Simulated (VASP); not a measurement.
Runs of VASP 6.6.1 on N. The structure is that of space group P4_2/mnm (No. 136), or close to it. The cells are those of the table. 

```csv
cell,gap on the mesh (eV),pressure (GPa),largest force (eV/Å)
"a = 4.084, b = 4.084, c = 5.346 Å, 4 atoms",7.56,-0.2,0.16
"a = 4.164, b = 4.164, c = 5.451 Å, 4 atoms",7.43,-4.3,(b)
"a = 4.111, b = 4.111, c = 5.381 Å, 4 atoms",7.52,-1.7,(c)
"a = 4.057, b = 4.057, c = 5.310 Å, 4 atoms",7.61,(a),1.39
"a = 4.138, b = 4.138, c = 5.416 Å, 4 atoms",7.48,-3.1,2.05
```

Alike in all rows: task single point; level r2SCAN+D3(BJ); potentials or basis VASP PAW PBE potentials, release 64 (N); no spin polarisation; k mesh 4 × 4 × 3; cutoff (eV) 520; smearing gaussian 0.01 eV.

Question: Estimate the missing entries.

Answer: (a) 1.4; (b) 3.06; (c) 0.98.

Caveats: the standard files for N, O and F lose accuracy on very short bonds; three body term missing; the PAW data sets were made with another functional, which shifts forces and pressure a little.

A k mesh can miss the band edges.
